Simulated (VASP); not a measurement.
A run of VASP 6.6.1 is set up as follows.

File INCAR:

```
SYSTEM = Na
  ALGO = Fast
  EDIFF = 1E-6
  ENCUT = 520
  GGA = PS
  ISIF = 2
  ISMEAR = 0
  LASPH = .True.
  LCHARG = .False.
  LREAL = .False.
  LWAVE = .False.
  NBANDS = 18
  NELM = 60
  PREC = Accurate
  SIGMA = 0.15
```

The input KPOINTS:

```
k-points
0
Gamma
  17 17 6
  0 0 0
```

Contents of POSCAR:

```
Na
1.0
    0.0000000000     -3.3879506904      0.0000000000
    0.0000000000      0.0000000000     -3.3879506904
    9.8638520711      0.0000000000      0.0000000000
Na
3
Direct
    0.0000000000      0.0000000000      0.8586955748
    0.0000000000      0.0000000000      0.1717528538
    0.0000000000      0.0000000000      0.5152242143
```

Potentials or basis: VASP PAW PBE potentials, release 64 (Na_pv).

Launch:

```bash
$ cat potpaw_PBE.64/Na_pv/POTCAR > POTCAR
$ mpirun -np 1 vasp_std > vasp.out
```

**Question.** Predict the pressure.

**Answer.** 0.3 GPa.

**Question.** Predict the largest force.

**Answer.** 0.170 eV/Å.

**Question.** Estimate the band gap on the k mesh.

**Answer.** Zero (an odd number of electrons rules out a gap without spin polarisation).

Stress tensor (GPa, compression positive):
```
 0.84  0.00  0.00
 0.00 -0.01  0.00
 0.00  0.00 -0.01
```

Caveat: the cell differs from its parent crystal (the distance across one plane changed); the PAW data sets were made with another functional, which shifts forces and pressure a little.
